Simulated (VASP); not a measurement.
A run of VASP 6.6.1 is set up as follows.

File INCAR:

```
SYSTEM = Zr7B
ALGO = Normal
EDIFF = 1E-7
ENCUT = 520
GGA = PE
ISIF = 2
ISMEAR = 0
LASPH = .True.
LCHARG = .False.
LREAL = .False.
LWAVE = .False.
NBANDS = 54
NELM = 100
PREC = Accurate
SIGMA = 0.2
```

KPOINTS

```
k-points
0
Gamma
  6 6 1
  0 0 0
```

File POSCAR:

```
Zr7B
1.0
    3.3078154303     -0.0000000030      0.0000000000
   -1.6539077126      2.8646521952      0.0000000000
    0.0000000000      0.0000000000     18.3431788493
Zr B
7 1
Direct
    0.6666666667      0.3333333333      0.9258594860
    0.3333333333      0.6666666667      0.0741405140
    0.6666666667      0.3333333333      0.2238858803
    0.3333333333      0.6666666667      0.3603163174
    0.3333333333      0.6666666667      0.7761141197
    0.6666666667      0.3333333333      0.6396836826
    0.0000000000      0.0000000000      0.5000000000
    0.0000000000      0.0000000000      0.0000000000
```

Potentials or basis: VASP PAW PBE potentials, release 64 (Zr_sv, B).

Launch:

```bash
$ cat potpaw_PBE.64/Zr_sv/POTCAR potpaw_PBE.64/B/POTCAR > POTCAR
$ mpirun -np 1 vasp_std > vasp.out
```

(1) What does it give for the largest force?

(2) What does it give for the pressure?

Answers

(1) 0.032 eV/Å.

(2) 0.0 GPa.

Caveat: the k points lie up to 0.37 Å⁻¹ apart.
